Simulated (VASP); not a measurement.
Wanted: the native input for a VASP 6.6.1 run.

* Task: single point
* Functional: PBEsol
* Potentials or basis: VASP PAW PBE potentials, release 64 (Rb_sv)
* Cutoff: 520 eV
* k mesh: 10 × 10 × 10
* Occupations: gaussian, width 0.1 eV
* Spin: no spin polarisation
* Dipole correction: no
* Further INCAR settings: ALGO = Fast; EDIFF = 1e-06; NBANDS = 16

The structure of Rb lies in POSCAR:

```
Rb
1.0
    5.4012465344      0.0000000000      0.0000000000
    0.0000000000      5.4012465344      0.0000000000
    0.0000000000      0.0000000000      5.9061590106
Rb
2
Direct
    0.0000000000      0.0000000000      0.0000000000
    0.5000000000      0.5000000000      0.5000000000
```

This cell differs from its parent crystal: uniaxial strain along c: +6.0 %, then relaxed in part.

The input as run:

INCAR

```
SYSTEM = Rb
PREC     = Accurate       ! precision mode
ENCUT    = 520            ! plane-wave cutoff, eV
EDIFF    = 1E-6           ! SCF threshold, eV
ISMEAR   = 0              ! smearing method
SIGMA    = 0.1            ! smearing width, eV
LREAL    = .FALSE.        ! projectors in reciprocal space
LASPH    = .TRUE.         ! aspherical terms in the spheres
NELM     = 80             ! most SCF steps
ALGO     = Fast           ! electronic algorithm
ISIF     = 2              ! what is computed and relaxed
LWAVE    = .FALSE.        ! write WAVECAR
LCHARG   = .FALSE.        ! write CHGCAR
GGA      = PS             ! functional
NBANDS   = 16             ! bands
```

KPOINTS

```
Automatic mesh
0
G
  10 10 10
  0 0 0
```

Potentials or basis: VASP PAW PBE potentials, release 64 (Rb_sv).

Command:

```sh
$ cat potpaw_PBE.64/Rb_sv/POTCAR > POTCAR
$ mpirun -np 1 vasp_std > vasp.out
```

Results of the run:

| Property | Result |
| --- | --- |
| Pressure | 0.0 GPa |
| Band gap on the k mesh | zero (band 9 reaches 1.32 eV, above the bottom of band 10 at -0.70 eV) |

Caveat: the cell differs from its parent crystal (uniaxial strain along c: +6.0 %, then relaxed in part); the PAW data sets were made with another functional, which shifts forces and pressure a little.

Wall time 3.2 min on 1 thread of Intel(R) Xeon(R) Platinum 8375C CPU @ 2.90GHz (Ice Lake) (shared host), peak memory 0.43 GiB.
